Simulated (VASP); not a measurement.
# KF in VASP: a series of runs

KF is run at these levels: PBE+D3(BJ), r2SCAN, PBE; tasks: single point.

Everything below comes from runs of VASP 6.6.1. Logs are shortened: lines on timing, memory, paths and dates and some standing lists are left out, and cuts for length are marked.

### Step 1. The cell of the first run

It takes space group Pm-3m (No. 221, cubic). Conventional cell: a = 3.259 Å, b = 3.259 Å, c = 3.259 Å, α = 90.00°, β = 90.00°, γ = 90.00°. K (site symmetry m-3m) has 8 F at 2.82 Å and 6 K at 3.26 Å within 3.7 Å. F (site symmetry m-3m) has 8 K at 2.82 Å and 6 F at 3.26 Å within 3.7 Å.

### Step 2. Single point, PBE+D3(BJ)

File INCAR:

```
SYSTEM = KF
ALGO = Normal
EDIFF = 1E-6
ENCUT = 520
GGA = PE
ISIF = 2
ISMEAR = -1
IVDW = 12
LASPH = .TRUE.
LCHARG = .FALSE.
LREAL = .FALSE.
LWAVE = .FALSE.
NBANDS = 15
NELECT = 14.0
NELM = 100
PREC = Accurate
SIGMA = 0.1
```

File KPOINTS:

```
k-points
0
G
  8 8 8
  0 0 0
```

File POSCAR:

```
KF
1.0
    3.2589550000      0.0000000000      0.0000000000
    0.0000000000      3.2589550000      0.0000000000
    0.0000000000      0.0000000000      3.2589550000
K F
1 1
Direct
    0.0000000000      0.0000000000      0.0000000000
    0.5000000000      0.5000000000      0.5000000000
```

Potentials or basis: VASP PAW PBE potentials, release 64 (K_sv, F).

Run with:

```bash
cat potpaw_PBE.64/K_sv/POTCAR potpaw_PBE.64/F/POTCAR > POTCAR
mpirun -np 1 vasp_std > vasp.out
```

OUTCAR:

```text
SYSTEM = KF
   EDIFF = 1E-6
   ENCUT = 520
   GGA = PE
   ISIF = 2
   ISMEAR = -1
   IVDW = 12
   LASPH = .TRUE.
   LREAL = .FALSE.
   NELECT = 14.0
   NELM = 100
   PREC = Accurate
 IVDW          = 12

 ion  position               nearest neighbor table
   1  0.000  0.000  0.000-   2 2.82   2 2.82   2 2.82   2 2.82   2 2.82   2 2.82   2 2.82   2 2.82

   2  0.500  0.500  0.500-   1 2.82   1 2.82   1 2.82   1 2.82   1 2.82   1 2.82   1 2.82   1 2.82

  LATTYP: Found a simple cubic cell.
 ALAT       =     3.2589550000

  Lattice vectors:

 A1 = (   3.2589550000,   0.0000000000,   0.0000000000)
 A2 = (   0.0000000000,   3.2589550000,   0.0000000000)
 A3 = (   0.0000000000,   0.0000000000,   3.2589550000)

Analysis of symmetry for initial positions (statically):
=====================================================================
 Subroutine PRICEL returns:
 Original cell was already a primitive cell.

 Routine SETGRP: Setting up the symmetry group for a
 simple cubic supercell.

 Subroutine GETGRP returns: Found 48 space group operations
 (whereof 48 operations were pure point group operations)
 out of a pool of 48 trial point group operations.

The static configuration has the point symmetry O_h .

Analysis of symmetry for dynamics (positions and initial velocities):
=====================================================================
 Subroutine PRICEL returns:
 Original cell was already a primitive cell.

 Routine SETGRP: Setting up the symmetry group for a
 simple cubic supercell.

 Subroutine GETGRP returns: Found 48 space group operations
 (whereof 48 operations were pure point group operations)
 out of a pool of 48 trial point group operations.

The dynamic configuration has the point symmetry O_h .

 Subroutine INISYM returns: Found 48 space group operations
 (whereof 48 operations are pure point group operations),
 and found     1 'primitive' translations

----------------------------------------------------------------------------------------

                                     Primitive cell

  volume of cell :      34.6127

  direct lattice vectors                    reciprocal lattice vectors
     3.258955000  0.000000000  0.000000000     0.306846827  0.000000000  0.000000000
     0.000000000  3.258955000  0.000000000     0.000000000  0.306846827  0.000000000
     0.000000000  0.000000000  3.258955000     0.000000000  0.000000000  0.306846827

  length of vectors
     3.258955000  3.258955000  3.258955000     0.306846827  0.306846827  0.306846827

  position of ions in fractional coordinates (direct lattice)
     0.000000000  0.000000000  0.000000000
     0.500000000  0.500000000  0.500000000

  ion indices of the primitive-cell ions
   primitive index   ion index
                 1           1
                 2           2

----------------------------------------------------------------------------------------

 KPOINTS: k-points

Automatic generation of k-mesh.
 Grid dimensions read from file:
 generate k-points for:    8    8    8

 Generating k-lattice:

  Cartesian coordinates                     Fractional coordinates (reciprocal lattice)
     0.038355853  0.000000000  0.000000000     0.125000000  0.000000000  0.000000000
     0.000000000  0.038355853  0.000000000     0.000000000  0.125000000  0.000000000
     0.000000000  0.000000000  0.038355853     0.000000000  0.000000000  0.125000000

  Length of vectors
     0.038355853  0.038355853  0.038355853

  Shift w.r.t. Gamma in fractional coordinates (k-lattice)
     0.000000000  0.000000000  0.000000000

 Subroutine IBZKPT returns following result:
 ===========================================

 Found     35 irreducible k-points:

 Following reciprocal coordinates:
            Coordinates               Weight
  0.000000  0.000000  0.000000      1.000000
  0.125000  0.000000  0.000000      6.000000
  0.250000  0.000000  0.000000      6.000000
  0.375000  0.000000  0.000000      6.000000
  0.500000  0.000000  0.000000      3.000000
  0.125000  0.125000  0.000000     12.000000
[... 16 lines left out ...]
  0.375000  0.375000  0.125000     24.000000
  0.500000  0.375000  0.125000     24.000000
 [... further k-points ...]
   k-points           NKPTS =     35   k-points in BZ     NKDIM =     35   number of bands    NBANDS=     15
   number of dos      NEDOS =    301   number of ions     NIONS =      2
   total plane-waves  NPLWV =  13824
   dimension x,y,z NGX =    24 NGY =   24 NGZ =   24
   dimension x,y,z NGXF=    48 NGYF=   48 NGZF=   48
   ions per type =               1   1
   NGX,Y,Z   is equivalent  to a cutoff of  12.24, 12.24, 12.24 a.u.
   NGXF,Y,Z  is equivalent  to a cutoff of  24.49, 24.49, 24.49 a.u.
 SYSTEM =  KF
   PREC   = accura    normal or accurate (medium, high low for compatibility)
   ISTART =      0    job   : 0-new  1-cont  2-samecut
   ICHARG =      2    charge: 1-file 2-atom 10-const
   ISPIN  =      1    spin polarized calculation?
[... 63 lines left out ...]
      3     -10.6954      2.00000
      4     -10.6954      2.00000
      5     -10.6954      2.00000
      6      -9.1748      0.40424
      7      -9.1748      0.40424
      8      -9.1748      0.40424
      9       5.2654      0.00000
     10       8.1399      0.00000
     11       8.1399      0.00000
     12      13.3995      0.00000
     13      13.3995      0.00000
     14      13.3995      0.00000
     15      19.1205      0.00000

 k-point     2 :       0.1250    0.0000    0.0000
  band No.  band energies     occupation
      1     -28.6696      2.00000
      2     -27.2693      2.00000
      3     -10.7673      2.00000
      4     -10.6548      2.00000
      5     -10.6548      2.00000
      6      -9.2716      0.80018
      7      -9.2083      0.52290
      8      -9.2083      0.52290
      9       5.5779      0.00000
     10       8.2697      0.00000
     11       8.4025      0.00000
     12      13.0591      0.00000
     13      13.0591      0.00000
     14      13.4550      0.00000
     15      18.1544      0.00000

 k-point     3 :       0.2500    0.0000    0.0000
  band No.  band energies     occupation
      1     -28.6147      2.00000
      2     -27.2886      2.00000
      3     -10.9415      2.00000
      4     -10.5469      1.99999
      5     -10.5469      1.99999
      6      -9.4907      1.71291
      7      -9.2990      0.93465
      8      -9.2990      0.93465
      9       6.3778      0.00000
     10       8.6192      0.00000
     11       9.0371      0.00000
     12      12.3835      0.00000
     13      12.3835      0.00000
     14      13.5940      0.00000
     15      16.8713      0.00000

 k-point     4 :       0.3750    0.0000    0.0000
  band No.  band energies     occupation
      1     -28.5566      2.00000
      2     -27.3106      2.00000
      3     -11.1164      2.00000
      4     -10.4186      1.99997
      5     -10.4186      1.99997
      6      -9.6915      1.95599
      7      -9.4102      1.45466
      8      -9.4102      1.45466
      9       7.3248      0.00000
     10       9.0406      0.00000
     11       9.5471      0.00000
     12      11.8349      0.00000
     13      11.8349      0.00000
     14      13.7410      0.00000
     15      16.1700      0.00000
[... 307 lines left out ...]
 k-point    22 :       0.5000    0.2500    0.1250
  band No.  band energies     occupation
      1     -28.5074      2.00000
      2     -27.2560      2.00000
      3     -11.3580      2.00000
      4     -11.0345      2.00000
      5     -10.4594      1.99998
      6      -9.5194      1.77658
      7      -9.3693      1.27856
      8      -9.3022      0.95032
      9       8.5521      0.00000
     10       8.9191      0.00000
     11      10.3993      0.00000
     12      10.5544      0.00000
     13      11.9373      0.00000
     14      12.7832      0.00000
     15      15.9877      0.00000

 k-point    23 :       0.3750    0.3750    0.1250
  band No.  band energies     occupation
      1     -28.5021      2.00000
      2     -27.2319      2.00000
      3     -11.3643      2.00000
      4     -11.2768      2.00000
      5     -10.4456      1.99998
      6      -9.4903      1.71185
      7      -9.3336      1.10726
      8      -9.2656      0.77138
      9       8.0993      0.00000
     10       9.1357      0.00000
     11      10.7107      0.00000
     12      10.8713      0.00000
     13      12.1190      0.00000
     14      12.3142      0.00000
     15      16.1672      0.00000

 k-point    24 :       0.5000    0.3750    0.1250
  band No.  band energies     occupation
      1     -28.4943      2.00000
      2     -27.2201      2.00000
      3     -11.4416      2.00000
      4     -11.3534      2.00000
      5     -10.4118      1.99997
      6      -9.4932      1.71886
      7      -9.2966      0.92258
      8      -9.2778      0.82995
      9       7.9699      0.00000
     10       9.2268      0.00000
     11      10.5975      0.00000
     12      10.8360      0.00000
     13      12.2450      0.00000
     14      13.0642      0.00000
     15      15.6427      0.00000

 [... further k-points ...]

------------------------ aborting loop because EDIFF is reached ----------------------------------------

 Edisp (eV)   -0.35426

 E8    (eV) :    -0.1691

  FORCE on cell =-STRESS in cart. coord.  units (eV):
  Direction    XX          YY          ZZ          XY          YZ          ZX
  --------------------------------------------------------------------------------------
  -------------------------------------------------------------------------------------
  Total      -9.76224    -9.76224    -9.76224     0.00000     0.00000     0.00000
  in kB    -451.88205  -451.88205  -451.88205     0.00000     0.00000     0.00000
  external pressure =     -451.88 kB  Pullay stress =        0.00 kB

 VOLUME and BASIS-vectors are now :
 -----------------------------------------------------------------------------
  energy-cutoff  :      520.00
  volume of cell :       34.61
      direct lattice vectors                 reciprocal lattice vectors
     3.258955000  0.000000000  0.000000000     0.306846827  0.000000000  0.000000000
     0.000000000  3.258955000  0.000000000     0.000000000  0.306846827  0.000000000
     0.000000000  0.000000000  3.258955000     0.000000000  0.000000000  0.306846827

 POSITION                                       TOTAL-FORCE (eV/Angst)
 -----------------------------------------------------------------------------------
      0.00000      0.00000      0.00000         0.000000      0.000000      0.000000
      1.62948      1.62948      1.62948         0.000000      0.000000      0.000000
 -----------------------------------------------------------------------------------
    total drift:                                0.000000      0.000000     -0.000000

  FREE ENERGIE OF THE ION-ELECTRON SYSTEM (eV)
  ---------------------------------------------------
  free  energy   TOTEN  =         2.9591056792 eV

  energy  without entropy=        3.2708667534  energy(sigma->0) =        3.11498622
```

Wall time 7.5 s (1 thread of Intel Xeon Platinum 8488C (Sapphire Rapids), shared host); peak memory 0.15 GiB.

Results:

| Property | Result |
| --- | --- |
| Free energy | 2.9591 eV |
| Dispersion energy per atom | -0.177 eV |

Caveat: the cell carries a net charge on a neutralising background, which shifts energy and pressure; the cell is charged against a uniform background, so pressure and absolute levels hang on convention; three body term missing.

### Step 3. Single point, r2SCAN

POSCAR is that of step 2.

File INCAR.step1:

```
SYSTEM = KF
PREC     = Accurate       ! precision mode
ENCUT    = 520            ! plane-wave cutoff, eV
ISMEAR   = 0              ! smearing method
SIGMA    = 0.1            ! smearing width, eV
LREAL    = .FALSE.        ! projectors in reciprocal space
LASPH    = .TRUE.         ! aspherical terms in the spheres
NELM     = 80             ! most SCF steps
NBANDS   = 15             ! bands
GGA      = PE             ! functional
ALGO     = Normal         ! electronic algorithm
EDIFF    = 1E-4           ! SCF threshold, eV
LWAVE    = .TRUE.         ! write WAVECAR
LCHARG   = .FALSE.        ! write CHGCAR
```

File INCAR.step2:

```
SYSTEM = KF
PREC     = Accurate       ! precision mode
ENCUT    = 520            ! plane-wave cutoff, eV
EDIFF    = 1E-7           ! SCF threshold, eV
ISMEAR   = 0              ! smearing method
SIGMA    = 0.1            ! smearing width, eV
LREAL    = .FALSE.        ! projectors in reciprocal space
LASPH    = .TRUE.         ! aspherical terms in the spheres
NELM     = 80             ! most SCF steps
ALGO     = Normal         ! electronic algorithm
ISIF     = 2              ! what is computed and relaxed
LWAVE    = .FALSE.        ! write WAVECAR
LCHARG   = .FALSE.        ! write CHGCAR
METAGGA  = R2SCAN         ! meta-GGA
LMIXTAU  = .TRUE.       
NBANDS   = 15             ! bands
ISTART   = 1
```

File KPOINTS:

```
Automatic mesh
0
G
  8 8 8
  0 0 0
```

Potentials or basis: VASP PAW PBE potentials, release 64 (K_sv, F).

Run with:

```bash
cat potpaw_PBE.64/K_sv/POTCAR potpaw_PBE.64/F/POTCAR > POTCAR
cp INCAR.step1 INCAR
mpirun -np 1 vasp_std > vasp.out
cp INCAR.step2 INCAR
mpirun -np 1 vasp_std > vasp.out
```

Wall time 25 s (1 thread of Intel Xeon Platinum 8488C (Sapphire Rapids), shared host); peak memory 0.15 GiB.

The run converged. Its results:

- Free energy: -14.8410 eV
- Pressure: -2.7 GPa
- Band gap on the k mesh: 7.15 eV (least direct gap 7.20 eV)

Levels at points of the mesh, in eV from the valence-band top:
```csv
k point,band 5,band 6,band 7,band 8,band 9,band 10,band 11,band 12
"(0.00, 0.00, 0.00)",-10.30,-0.05,-0.05,-0.05,7.15,9.01,9.01,14.76
"(0.50, 0.00, 0.00)",-10.19,-1.18,-0.16,-0.16,10.02,10.22,11.84,13.31
"(0.50, 0.50, 0.00)",-10.11,-0.61,-0.61,0.00,9.27,9.79,12.75,12.75
"(0.50, 0.50, 0.50)",-10.87,-1.01,-1.01,-1.01,11.27,11.27,11.27,16.36
```

Caveat: the PAW data sets were made with another functional, which shifts forces and pressure a little. A k mesh can miss the band edges.

### Step 4. Single point, PBE, collinear spin

File INCAR:

```
PREC = Accurate
ENCUT = 520
EDIFF = 1E-6
ISMEAR = 0
SIGMA = 0.1
LREAL = F
LASPH = T
NELM = 150
ALGO = Normal
ISIF = 2
LWAVE = F
LCHARG = F
ISPIN = 2
MAGMOM = 0 0.1
LORBIT = 11
GGA = PE
NBANDS = 19
```

File KPOINTS:

```
regular mesh
0
Gamma
  8 8 8
```

POSCAR is that of step 3.

Run with:

```bash
cat potpaw_PBE.64/K_sv/POTCAR potpaw_PBE.64/F/POTCAR > POTCAR
mpirun -np 1 vasp_std > vasp.out
```

It took 14 s on 1 thread of Intel Xeon Platinum 8488C (Sapphire Rapids), shared host; peak memory 0.16 GiB.

Results (log left out):

```
Free energy                                           : -8.0936 eV
Pressure                                              : 0.0 GPa
Band gap on the k mesh                                : 6.26 eV (least direct gap 6.31 eV)
Net moment                                            : 0.00 μB per cell
Valence electrons inside the program's atomic spheres : K 7.57; F 6.07
```

Levels at points of the mesh, in eV from the valence-band top:
Spin up:
```csv
k point,band 4,band 5,band 6,band 7,band 8,band 9,band 10,band 11,band 12,band 13
"(0.00, 0.00, 0.00)",-10.05,-10.05,-0.05,-0.05,-0.05,6.26,8.29,8.29,13.82,13.82
"(0.50, 0.00, 0.00)",-9.94,-9.94,-1.22,-0.16,-0.16,9.28,9.35,10.87,12.40,12.40
"(0.50, 0.50, 0.00)",-10.82,-9.86,-0.62,-0.62,0.00,8.46,8.97,11.86,11.86,14.24
"(0.50, 0.50, 0.50)",-10.63,-10.63,-1.03,-1.03,-1.03,10.43,10.43,10.43,15.20,15.20
```
Spin down:
| k point | band 4 | band 5 | band 6 | band 7 | band 8 | band 9 | band 10 | band 11 | band 12 | band 13 |
| --- | --- | --- | --- | --- | --- | --- | --- | --- | --- | --- |
| (0.00, 0.00, 0.00) | -10.05 | -10.05 | -0.05 | -0.05 | -0.05 | 6.26 | 8.29 | 8.29 | 13.82 | 13.82 |
| (0.50, 0.00, 0.00) | -9.94 | -9.94 | -1.22 | -0.16 | -0.16 | 9.28 | 9.35 | 10.87 | 12.40 | 12.40 |
| (0.50, 0.50, 0.00) | -10.82 | -9.86 | -0.62 | -0.62 | 0.00 | 8.46 | 8.97 | 11.86 | 11.86 | 14.24 |
| (0.50, 0.50, 0.50) | -10.63 | -10.63 | -1.03 | -1.03 | -1.03 | 10.43 | 10.43 | 10.43 | 15.20 | 15.20 |

### Step 5. Single point, PBE

File INCAR:

```
PREC     = Accurate       # precision mode
ENCUT    = 520            # plane-wave cutoff, eV
EDIFF    = 1E-6           # SCF threshold, eV
ISMEAR   = 0              # smearing method
SIGMA    = 0.1            # smearing width, eV
LREAL    = False          # projectors in reciprocal space
LASPH    = True           # aspherical terms in the spheres
NELM     = 100            # most SCF steps
ALGO     = Normal         # electronic algorithm
ISIF     = 2              # what is computed and relaxed
LWAVE    = False          # write WAVECAR
LCHARG   = False          # write CHGCAR
GGA      = PE             # functional
NBANDS   = 15             # bands
```

KPOINTS is that of step 4.

File POSCAR:

```
KF
1.0
    3.2589550000      0.0000000000      0.0000000000
    0.0000000000      3.2589550000      0.0000000000
    0.0000000000      0.0000000000      3.2589550000
K F
1 1
Direct
    0.0071689188      0.0090651911     -0.0012659827
    0.4987526128      0.5145082183      0.5185747464
```

Run with:

```bash
cat potpaw_PBE.64/K_sv/POTCAR potpaw_PBE.64/F/POTCAR > POTCAR
mpirun -np 1 vasp_std > vasp.out
```

Wall time 33 s (1 thread of Intel Xeon Platinum 8488C (Sapphire Rapids), shared host); peak memory 0.23 GiB.

The run converged. Its results:

```yaml
Free_energy: -8.0916 eV
Pressure: 0.1 GPa
Largest_force: 0.057 eV/Å
Band_gap_on_the_k_mesh: 6.26 eV (least direct gap 6.31 eV)
```

Forces in eV/Å, atoms in the order of the input:
```
K   -0.022  0.014  0.051
F    0.022 -0.014 -0.051
```

Levels at points of the mesh, in eV from the valence-band top:
```csv
k point,band 4,band 5,band 6,band 7,band 8,band 9,band 10,band 11,band 12,band 13
"(0.00, 0.00, 0.00)",-10.05,-10.05,-0.05,-0.05,-0.05,6.26,8.30,8.31,13.82,13.82
"(0.50, 0.00, 0.00)",-9.94,-9.94,-1.21,-0.16,-0.16,9.28,9.35,10.85,12.40,12.42
"(0.00, 0.50, 0.00)",-9.94,-9.94,-1.21,-0.16,-0.16,9.28,9.35,10.85,12.39,12.43
"(0.00, 0.00, 0.50)",-9.94,-9.94,-1.22,-0.16,-0.16,9.28,9.36,10.86,12.40,12.41
"(0.50, 0.50, 0.00)",-10.82,-9.86,-0.61,-0.61,0.00,8.48,8.98,11.86,11.86,14.25
"(0.00, 0.50, 0.50)",-10.81,-9.86,-0.61,-0.61,0.00,8.47,8.98,11.86,11.87,14.23
"(0.50, 0.00, 0.50)",-10.81,-9.86,-0.61,-0.61,0.00,8.46,8.98,11.86,11.87,14.23
"(0.50, 0.50, 0.50)",-10.62,-10.62,-1.03,-1.03,-1.02,10.42,10.42,10.44,15.20,15.22
```

A k mesh can miss the band edges.

### Step 6. The runs side by side

| level | spin | cell | gap on the mesh (eV) | pressure (GPa) |
| --- | --- | --- | --- | --- |
| r2SCAN | off | as given, atomic positions A | 7.15 | -2.7 |
| PBE | collinear | as given, atomic positions A | 6.26 | 0.0 |
| PBE | off | as given, atomic positions B | 6.26 | 0.1 |

Alike in all rows: task single point; potentials or basis VASP PAW PBE potentials, release 64 (K_sv, F); k mesh 8 × 8 × 8; cutoff (eV) 520; smearing gaussian 0.1 eV.

The pressure there spans -2.7 GPa (r2SCAN) to 0.1 GPa (PBE); a positive pressure means that this level wants a larger cell, a negative one a smaller.

Caveats: the PAW data sets were made with another functional, which shifts forces and pressure a little (at least some runs).

Total energies depend on the potentials used, so only differences within one code and one set of settings carry meaning.
